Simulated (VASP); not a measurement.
Wanted: the native input for a VASP 6.6.1 run.

- Task: single point
- Functional: PBE
- Potentials or basis: VASP PAW PBE potentials, release 64 (Ni)
- Cutoff: 520 eV
- k mesh: 16 × 16 × 1
- Occupations: fermi-dirac, width 0.1 eV
- Spin: collinear spin, ferromagnetic start
- Starting moments: [1.0, 1.0, 1.0, 1.0] μB
- Dipole correction: yes
- Further INCAR settings: ALGO = Normal; EDIFF = 1e-06; NBANDS = 32

The structure of Ni lies in POSCAR:

```
Ni
1.0
    2.4893867674      0.0000000000      0.0000000000
    0.0000000000      2.4893867674      0.0000000000
    0.0000000000      0.0000000000     18.1782000000
Ni
4
Direct
    0.2500000000      0.2500000000      0.3575708074
    0.7500000000      0.7500000000      0.4508338395
    0.2500000000      0.2500000000      0.5491663578
    0.7500000000      0.7500000000      0.6424291926
```

The input as run:

INCAR

```
SYSTEM = Ni
PREC = Accurate
ENCUT = 520
EDIFF = 1E-6
ISMEAR = -1
SIGMA = 0.1
LREAL = .False.
LASPH = .True.
NELM = 150
ALGO = Normal
ISIF = 2
LWAVE = .False.
LCHARG = .False.
ISPIN = 2
MAGMOM = 1 1 1 1
LORBIT = 11
LMAXMIX = 4
LDIPOL = .True.
IDIPOL = 3
DIPOL = 0.5 0.5 0.500
GGA = PE
NBANDS = 32
```

KPOINTS

```
regular mesh
0
Gamma
  16 16 1
  0 0 0
```

Potentials or basis: VASP PAW PBE potentials, release 64 (Ni).

Command:

```sh
$ cat potpaw_PBE.64/Ni/POTCAR > POTCAR
$ mpirun -np 1 vasp_std > vasp.out
```

Results of the run:

```json
{"Largest force": "0.008 eV/Å", "Net moment": "2.66 μB per cell", "Site moments": "Ni +0.72, +0.64 (each value once) μB", "Valence electrons inside the program's atomic spheres": "Ni 9.15, 9.32 (each value once)"}
```

Wall time 6.8 min on 1 thread of Oxide Virtual Turin-like Processor (shared host), peak memory 0.37 GiB.
